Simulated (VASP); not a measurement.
# Al (a cell with a defect) in VASP: a series of runs

Al (a cell with a defect) is run at these levels: LDA; tasks: single point.

Everything below comes from runs of VASP 6.6.1. Logs are shortened: lines on timing, memory, paths and dates and some standing lists are left out, and cuts for length are marked.

### 1 The cell of the first run

The cell holds a defect, 33 atoms: a = 8.100 Å, b = 8.100 Å, c = 8.100 Å, α = 90.00°, β = 90.00°, γ = 90.00°.

### 2 Single point, LDA

INCAR

```
PREC = Accurate ; ENCUT = 520
EDIFF = 1E-6 ; ISMEAR = 0
SIGMA = 0.1 ; LREAL = Auto
LASPH = T ; NELM = 100
ALGO = Normal ; ISIF = 2
LWAVE = F ; LCHARG = F
NBANDS = 72
```

KPOINTS

```
regular mesh
0
Gamma
  3 3 3
```

POSCAR

```
Al
1.0
    8.1000000000      0.0000000000      0.0000000000
    0.0000000000      8.1000000000      0.0000000000
    0.0000000000      0.0000000000      8.1000000000
Al
33
Direct
    0.5003009877      0.0148069136      0.0002091358
    0.7547518519      0.2500160494      0.0000001235
    0.7475881481     -0.0025479012      0.2527671605
   -0.0001046914      0.0047419753     -0.0000037037
    0.2453780247      0.2500011111     -0.0000138272
    0.5002918519      0.4852785185      0.0002056790
    0.7647803704      0.7501264198      0.0002114815
    0.2523737037     -0.0020079012      0.2522195062
    0.5002920988      0.2501975309      0.2352680247
    0.7477283951      0.5026243210      0.2526209877
    0.4997066667      0.0581349383      0.4999424691
    0.7647795062      0.2502032099      0.5001243210
    0.7474327160     -0.0027059259      0.7472914815
   -0.0001183951      0.4953695062     -0.0000097531
    0.2352323457      0.7501185185      0.0002058025
   -0.0001180247      0.2500056790      0.2453606173
    0.2522122222      0.5020639506      0.2520607407
    0.4996871605      0.7499580247      0.1929649383
    0.0005858025      0.0147935802      0.5001222222
    0.2352337037      0.2501977778      0.5001166667
    0.4996871605      0.4429180247      0.4999335802
    0.8093375309      0.7499786420      0.4999528395
    0.2525480247     -0.0021762963      0.7478211111
    0.5003007407      0.2502006173      0.7647929630
    0.7475677778      0.5027907407      0.7474291358
    0.0005759259      0.7501204938      0.2352874074
    0.0005755556      0.4852993827      0.5001185185
    0.1941872840      0.7499561728      0.4999317284
   -0.0001049383      0.2500118519      0.7547328395
    0.2523925926      0.5022417284      0.7479704938
    0.4997060494      0.7499671605      0.8081856790
    0.0005853086      0.7501240741      0.7647804938
    0.5023788889      0.7507017284      0.5007692593
```

Potentials or basis: VASP PAW LDA potentials, release 64 (Al).

Started as:

```bash
cat potpaw_LDA.64/Al/POTCAR > POTCAR
mpirun -np 1 vasp_std > vasp.out
```

OUTCAR:

```text
PREC = Accurate
   ENCUT = 520
   EDIFF = 1E-6
   ISMEAR = 0
   LREAL = Auto
   LASPH = T
   NELM = 100
   ISIF = 2

 ion  position               nearest neighbor table
   1  0.500  0.015  0.000-  31 2.65  18 2.65   9 2.69  24 2.70   2 2.81   5 2.81   3 2.87   8 2.87
                            13 2.87  23 2.87   7 3.03  15 3.03
   2  0.755  0.250  0.000-  24 2.81   1 2.81   6 2.81   9 2.81  29 2.81   4 2.81  14 2.81  16 2.81
                            10 2.89   3 2.89  25 2.89  13 2.90
   3  0.748  0.997  0.253-   1 2.87   7 2.87   9 2.87  12 2.87  26 2.87  19 2.87  22 2.88  11 2.88
                            18 2.88  16 2.89   4 2.89   2 2.89
   4  1.000  0.005  1.000-   7 2.81  32 2.81  26 2.81  15 2.81   2 2.81  29 2.81  16 2.81   5 2.81
                             8 2.89  23 2.89   3 2.89  13 2.89
   5  0.245  0.250  1.000-  24 2.81   1 2.81   6 2.81   9 2.81  29 2.81   4 2.81  14 2.81  16 2.81
                            17 2.89   8 2.89  30 2.89  23 2.89
   6  0.500  0.485  0.000-  31 2.65  18 2.65   9 2.69  24 2.69   2 2.81   5 2.81  10 2.87  17 2.87
                            25 2.87  30 2.87   7 3.03  15 3.04
   7  0.765  0.750  0.000-  31 2.65  18 2.65  26 2.70  32 2.70   4 2.81  14 2.81   3 2.87  10 2.87
                            13 2.87  25 2.87   1 3.03   6 3.03
   8  0.252  0.998  0.252-  26 2.87  19 2.87  15 2.87   1 2.87  20 2.87   9 2.87  11 2.88  18 2.88
                            28 2.88   5 2.89  16 2.89   4 2.89
   9  0.500  0.250  0.235-  11 2.65  21 2.65   6 2.69   1 2.69   2 2.81   5 2.81  10 2.87  17 2.87
[... 32 lines left out ...]
                            21 2.88  14 2.89  29 2.89   2 2.89
  26  0.001  0.750  0.235-  22 2.64  28 2.66  15 2.69   7 2.70   4 2.81  14 2.81   8 2.87  17 2.87
                             3 2.87  10 2.87  19 3.03  27 3.03
  27  0.001  0.485  0.500-  22 2.64  28 2.66  20 2.69  12 2.70  29 2.81  16 2.81  30 2.87  17 2.87
                            25 2.87  10 2.87  32 3.03  26 3.03
  28  0.194  0.750  0.500-  33 2.50  26 2.66  27 2.66  19 2.66  32 2.66  17 2.88   8 2.88  30 2.88
                            23 2.88  22 3.12
  29  1.000  0.250  0.755-  12 2.81  19 2.81  27 2.81  20 2.81   2 2.81   4 2.81  14 2.81   5 2.81
                            30 2.89  23 2.89  25 2.89  13 2.89
  30  0.252  0.502  0.748-  27 2.87  32 2.87  20 2.87  24 2.87  15 2.87   6 2.87  31 2.88  21 2.88
                            28 2.88   5 2.89  14 2.89  29 2.89
  31  0.500  0.750  0.808-  33 2.49  15 2.65   6 2.65   1 2.65   7 2.65  30 2.88  23 2.88  25 2.88
                            13 2.88  18 3.12
  32  0.001  0.750  0.765-  22 2.65  28 2.66  15 2.69   7 2.70   4 2.81  14 2.81  23 2.87  30 2.87
                            13 2.87  25 2.87  19 3.03  27 3.03
  33  0.502  0.751  0.501-  22 2.49  31 2.49  11 2.49  21 2.49  18 2.49  28 2.50

  LATTYP: Found a simple cubic cell.
 ALAT       =     8.1000000000

  Lattice vectors:

 A1 = (   8.1000000000,   0.0000000000,   0.0000000000)
 A2 = (   0.0000000000,   8.1000000000,   0.0000000000)
 A3 = (   0.0000000000,   0.0000000000,   8.1000000000)

Analysis of symmetry for initial positions (statically):
=====================================================================
 Subroutine PRICEL returns:
 Original cell was already a primitive cell.

 Routine SETGRP: Setting up the symmetry group for a
 simple cubic supercell.

 Subroutine GETGRP returns: Found  1 space group operations
 (whereof  1 operations were pure point group operations)
 out of a pool of 48 trial point group operations.

The static configuration has the point symmetry C_1 .

Analysis of symmetry for dynamics (positions and initial velocities):
=====================================================================
 Subroutine PRICEL returns:
 Original cell was already a primitive cell.

 Routine SETGRP: Setting up the symmetry group for a
 simple cubic supercell.

 Subroutine GETGRP returns: Found  1 space group operations
 (whereof  1 operations were pure point group operations)
 out of a pool of 48 trial point group operations.

The dynamic configuration has the point symmetry C_1 .

 Subroutine INISYM returns: Found  1 space group operations
 (whereof  1 operations are pure point group operations),
 and found     1 'primitive' translations

----------------------------------------------------------------------------------------

                                     Primitive cell

  volume of cell :     531.4410

  direct lattice vectors                    reciprocal lattice vectors
     8.100000000  0.000000000  0.000000000     0.123456790  0.000000000  0.000000000
     0.000000000  8.100000000  0.000000000     0.000000000  0.123456790  0.000000000
     0.000000000  0.000000000  8.100000000     0.000000000  0.000000000  0.123456790

  length of vectors
     8.100000000  8.100000000  8.100000000     0.123456790  0.123456790  0.123456790
[... 91 lines left out ...]
     0.000000000  0.000000000  0.000000000

 Subroutine IBZKPT returns following result:
 ===========================================

 Found     14 irreducible k-points:

 Following reciprocal coordinates:
            Coordinates               Weight
  0.000000  0.000000  0.000000      1.000000
  0.333333  0.000000  0.000000      2.000000
  0.000000  0.333333  0.000000      2.000000
  0.000000  0.000000  0.333333      2.000000
  0.333333  0.333333  0.000000      2.000000
  0.000000  0.333333  0.333333      2.000000
  0.333333  0.000000  0.333333      2.000000
 -0.333333  0.333333  0.000000      2.000000
 -0.333333  0.000000  0.333333      2.000000
  0.000000 -0.333333  0.333333      2.000000
  0.333333  0.333333  0.333333      2.000000
 -0.333333  0.333333  0.333333      2.000000
 -0.333333 -0.333333  0.333333      2.000000
  0.333333 -0.333333  0.333333      2.000000
   k-points           NKPTS =     14   k-points in BZ     NKDIM =     14   number of bands    NBANDS=     72
   number of dos      NEDOS =    301   number of ions     NIONS =     33
   total plane-waves  NPLWV = 216000
   dimension x,y,z NGX =    60 NGY =   60 NGZ =   60
   dimension x,y,z NGXF=   120 NGYF=  120 NGZF=  120
   ions per type =              33
   NGX,Y,Z   is equivalent  to a cutoff of  12.31, 12.31, 12.31 a.u.
   NGXF,Y,Z  is equivalent  to a cutoff of  24.63, 24.63, 24.63 a.u.
 SYSTEM =  unknown system
   PREC   = accura    normal or accurate (medium, high low for compatibility)
   ISTART =      0    job   : 0-new  1-cont  2-samecut
   ICHARG =      2    charge: 1-file 2-atom 10-const
   ISPIN  =      1    spin polarized calculation?
   LNONCOLLINEAR =      F non collinear calculations
   LSORBIT =      F    spin-orbit coupling
   LASPH  =      T    aspherical Exc in radial PAW
   ENCUT  =  520.0 eV  38.22 Ry    6.18 a.u.  15.06 15.06 15.06*2*pi/ulx,y,z
   NELM   =    100;   NELMIN=  2; NELMDL= -5     # of ELM steps
   EDIFF  = 0.1E-05   stopping-criterion for ELM
   LREAL  =      T    real-space projection
   EDIFFG = 0.1E-04   stopping-criterion for IOM
   NSW    =      0    number of steps for IOM
   IBRION =     -1    ionic relax: 0-MD 1-quasi-New 2-CG
   NFREE  =      0    steps in history (QN), initial steepest desc. (CG)
   ISIF   =      2    stress and relaxation
   ISYM   =      2    0-nonsym 1-usesym 2-fastsym
   POTIM  = 0.5000    time-step for ionic-motion
   TEBEG  =    0.0;   TEEND  =   0.0 temperature during run
   PSTRESS=    0.0 pullay stress
   NELECT =      99.0000    total number of electrons
   NUPDOWN=      -1.0000    fix difference up-down
   EMIN   =  10.00;   EMAX   =-10.00  energy-range for DOS
   EFERMI =   0.00;   METHOD = LEGACY
   ISMEAR =     0;   SIGMA  =   0.10  broadening in eV -4-tet -1-fermi 0-gaus
   EFERMI_NEDOS =   21; number of points for ismear=-14 and -15
   IALGO  =     38    algorithm
   IMIX   =      4    mixing-type and parameters
     AMIX     =   0.40;   BMIX     =  1.00
     AMIX_MAG =   1.60;   BMIX_MAG =  1.00
  volume/ion in A,a.u.               =      16.10       108.68
  Fermi-wavevector in a.u.,A,eV,Ry     =   0.934978  1.766853 11.894002  0.874184
  Thomas-Fermi vector in A             =   2.061839
   LORBIT       =      0    0 simple, 1 ext, 2 COOP (PROOUT), +10 PAW based schemes
   GGA     = CA    functional components
   LHFCALC =     F    Hartree Fock is set to
   AEXX    =    0.0000 exact exchange contribution
   IVDW    =     0    specifies the selected vdW correction
   LEPSILON=     F    determine dielectric tensor
   LRPA    =     F    only Hartree local field effects (RPA)
 non-spin polarized calculation
 Gauss-broadening in eV      SIGMA  =   0.10
  energy-cutoff  :      520.00
  volume of cell :      531.44
 maximum number of plane-waves:     14358
   NGX = 31   NGY = 31   NGZ = 31

 number of electron      98.9999999 magnetization

 Free energy of the ion-electron system (eV)
  ---------------------------------------------------
  ext. energy  EPLUGINS =         0.00000000
  ---------------------------------------------------
  free energy    TOTEN  =      -136.56621385 eV

  energy without entropy =     -136.53671021  energy(sigma->0) =     -136.55146203

 E-fermi :   8.0604     XC(G=0): -10.4206

 val. band max:        8.0543553820   @ k =  -0.3333   0.0000   0.3333
 cond. band min:       8.1839140583   @ k =   0.3333   0.0000   0.0000
 fundamental gap:      0.1295586764
 Fermi energy:         8.0603615470

 k-point     1 :       0.0000    0.0000    0.0000
  band No.  band energies     occupation
      1      -3.2577      2.00000
      2      -1.2757      2.00000
      3      -1.2756      2.00000
      4      -0.9751      2.00000
      5      -0.8695      2.00000
      6      -0.8695      2.00000
[... 885 lines left out ...]
     60       9.6265      0.00000
     61       9.6265      0.00000
 [bands above 61 left out]

------------------------ aborting loop because EDIFF is reached ----------------------------------------

  FORCE on cell =-STRESS in cart. coord.  units (eV):
  Direction    XX          YY          ZZ          XY          YZ          ZX
  --------------------------------------------------------------------------------------
  -------------------------------------------------------------------------------------
  Total        4.3473426      4.3338290      4.3341734      0.0023422      0.0010897      0.0019948
  in kB       13.1062786     13.0655379     13.0665763      0.0070611      0.0032851      0.0060138
  external PRESSURE =      13.0794643 kB  Pullay stress =       0.0000000 kB

 VOLUME and BASIS-vectors are now :
 -----------------------------------------------------------------------------
  energy-cutoff  :      520.00
  volume of cell :      531.44
      direct lattice vectors                 reciprocal lattice vectors
     8.100000000  0.000000000  0.000000000     0.123456790  0.000000000  0.000000000
     0.000000000  8.100000000  0.000000000     0.000000000  0.123456790  0.000000000
     0.000000000  0.000000000  8.100000000     0.000000000  0.000000000  0.123456790

 POSITION                                       TOTAL-FORCE (eV/Angst)
 -----------------------------------------------------------------------------------
      4.05244      0.11994      0.00169        -0.001514     -0.000907     -0.000242
      6.11349      2.02513      0.00000         0.009173      0.000064      0.000134
      6.05546      8.07936      2.04741         0.000259     -0.001012      0.002287
      8.09915      0.03841      8.09997        -0.000801      0.008047      0.000245
      1.98756      2.02501      8.09989        -0.005776      0.000382      0.000432
      4.05236      3.93076      0.00167        -0.001448      0.002467     -0.000189
[... 25 lines left out ...]
      0.00474      6.07601      6.19472         0.000172     -0.000612     -0.000770
      4.06927      6.08068      4.05623        -0.005951     -0.002547     -0.002469
 -----------------------------------------------------------------------------------
    total drift:                               -0.016587     -0.007800     -0.008357

  FREE ENERGIE OF THE ION-ELECTRON SYSTEM (eV)
  ---------------------------------------------------
  free  energy   TOTEN  =      -136.5662138517 eV

  energy  without entropy=     -136.5367102052  energy(sigma->0) =     -136.55146203
```

It took 14 min on 1 thread of Oxide Virtual Turin-like, shared host; peak memory 0.52 GiB.

What came out:

| Quantity | Value |
| --- | --- |
| Free energy | -136.5662 eV |
| Pressure | 1.3 GPa |
| Largest force | 0.018 eV/Å |

Forces on the atoms (eV/Å):
```
Al  -0.002 -0.001  0.000
Al   0.009  0.000  0.000
Al   0.000 -0.001  0.002
Al  -0.001  0.008  0.000
Al  -0.006  0.000  0.000
Al  -0.001  0.002  0.000
Al   0.000 -0.001  0.000
Al   0.002  0.001  0.000
Al  -0.001  0.000  0.003
Al   0.000  0.002  0.002
Al  -0.001  0.016  0.000
Al   0.000  0.000 -0.001
Al   0.001 -0.001 -0.001
Al  -0.001 -0.007  0.000
Al   0.003 -0.001  0.000
Al  -0.001  0.001 -0.007
Al   0.002  0.001  0.001
Al  -0.002 -0.001 -0.017
Al   0.000 -0.001 -0.001
Al   0.003  0.000 -0.001
Al  -0.002 -0.017 -0.001
Al   0.015 -0.001 -0.001
Al   0.002  0.000  0.000
Al  -0.002  0.000 -0.001
Al   0.001  0.002 -0.001
Al   0.000 -0.001  0.002
Al   0.000  0.002 -0.001
Al  -0.018  0.000  0.000
Al  -0.001  0.000  0.008
Al   0.002  0.000  0.001
Al  -0.001 -0.001  0.016
Al   0.000 -0.001 -0.001
Al  -0.006 -0.003 -0.002
```

Levels at points of the mesh, in eV from the Fermi level:
| k point | band 45 | band 46 | band 47 | band 48 | band 49 | band 50 | band 51 | band 52 | band 53 | band 54 |
| --- | --- | --- | --- | --- | --- | --- | --- | --- | --- | --- |
| (0.00, 0.00, 0.00) | -0.72 | -0.46 | -0.46 | -0.08 | 0.24 | 0.24 | 0.24 | 0.43 | 0.44 | 0.50 |

### 3 Single point, LDA

INCAR

```
  PREC = Accurate
  ENCUT = 520
  EDIFF = 1E-6
  ISMEAR = 0
  SIGMA = 0.1
  LREAL = Auto
  LASPH = True
  NELM = 60
  ALGO = Normal
  ISIF = 2
  LWAVE = False
  LCHARG = True
  GGA = CA
  LELF = True
  LVHAR = True
  NBANDS = 72
```

KPOINTS is that of step 2.

POSCAR

```
Al
1.0
    8.1000000000      0.0000000000      0.0000000000
    0.0000000000      8.1000000000      0.0000000000
    0.0000000000      0.0000000000      8.1000000000
Al
33
Direct
    0.4971556203     -0.0024940203      0.0025728295
    0.7500589215      0.2499159543     -0.0046193727
    0.7496600508      0.0146970236      0.2498653210
    0.0028413496     -0.0028027203      0.0028833229
    0.2498255130      0.2504322675     -0.0145872048
    0.4975762949      0.5024659050      0.0021608349
    0.7496638965      0.7502207018     -0.0145902619
    0.2501732235      0.0587803371      0.2503577731
    0.5146937814      0.2504282411      0.2498694097
    0.7496670971      0.4852929288      0.2498698622
    0.4975881191     -0.0020678226      0.4976379526
    0.7500640546      0.2499094940      0.5047023294
    0.7500555711      0.0047081313      0.7501781405
    0.0024359004      0.5027898908      0.0024768882
    0.2501804868      0.7497569167     -0.0587527146
   -0.0146985384      0.2504358095      0.2498657699
    0.2501902611      0.4438336748      0.2503651002
    0.5564732253      0.7497453585      0.2503645873
    0.0024134364     -0.0023755724      0.4973223368
    0.2498280699      0.2504303883      0.5147915816
    0.4980076086      0.5020338879      0.4980564725
    0.7496652248      0.7502174619      0.5147952824
    0.2498226739      0.0147076736      0.7496433309
    0.5046238977      0.2499068080      0.7501826627
    0.7500674888      0.4953810805      0.7501832127
   -0.0584868371      0.7497620430      0.2503589176
    0.0020092445      0.5023569938      0.4977351599
    0.2501891581      0.7497459677      0.5562486587
   -0.0047024983      0.2499185708      0.7501786883
    0.2498303895      0.4852782844      0.7496508782
    0.5147124947      0.7502153107      0.7496501825
   -0.0147118756      0.7502231668      0.7496441717
    0.2486493956      0.7517561635      0.2482961961
```

Potentials or basis: VASP PAW LDA potentials, release 64 (Al).

Started as:

```bash
cat potpaw_LDA.64/Al/POTCAR > POTCAR
mpirun -np 1 vasp_std > vasp.out
```

Run time: 17 min. Hardware: 1 thread of Oxide Virtual Turin-like, shared host; peak memory 0.52 GiB.

The run converged. Its results:

```
Free energy   : -136.5661 eV
Pressure      : 1.3 GPa
Largest force : 0.025 eV/Å
```

Forces on the atoms (eV/Å):
```
Al   0.000  0.002 -0.001
Al   0.000  0.000 -0.009
Al   0.000  0.002  0.000
Al   0.000  0.001  0.000
Al   0.000  0.000 -0.001
Al   0.000  0.000 -0.002
Al   0.000 -0.001 -0.002
Al   0.001  0.022  0.000
Al   0.000  0.000  0.000
Al   0.000  0.000  0.000
Al   0.001  0.002  0.001
Al   0.000 -0.001  0.007
Al   0.000  0.009  0.001
Al  -0.001  0.001 -0.001
Al   0.000  0.000 -0.020
Al  -0.002  0.000  0.000
Al   0.000 -0.025  0.000
Al   0.023  0.000  0.000
Al  -0.001  0.001 -0.001
Al   0.001  0.000  0.000
Al   0.001 -0.001  0.001
Al   0.000 -0.001  0.000
Al   0.001  0.002  0.000
Al   0.007  0.000  0.001
Al   0.000 -0.007  0.001
Al  -0.022  0.000 -0.001
Al  -0.002  0.000  0.000
Al   0.001  0.000  0.024
Al  -0.009  0.000  0.000
Al   0.001  0.000  0.000
Al   0.000 -0.001  0.000
Al  -0.002 -0.001  0.000
Al   0.002 -0.003  0.002
```

Levels at points of the mesh, in eV from the Fermi level:
```tsv
k point	band 46	band 47	band 48	band 49	band 50	band 51	band 52	band 53
(0.00, 0.00, 0.00)	-0.46	-0.46	-0.08	0.24	0.24	0.24	0.43	0.43
```

[end of part 1 of 2]
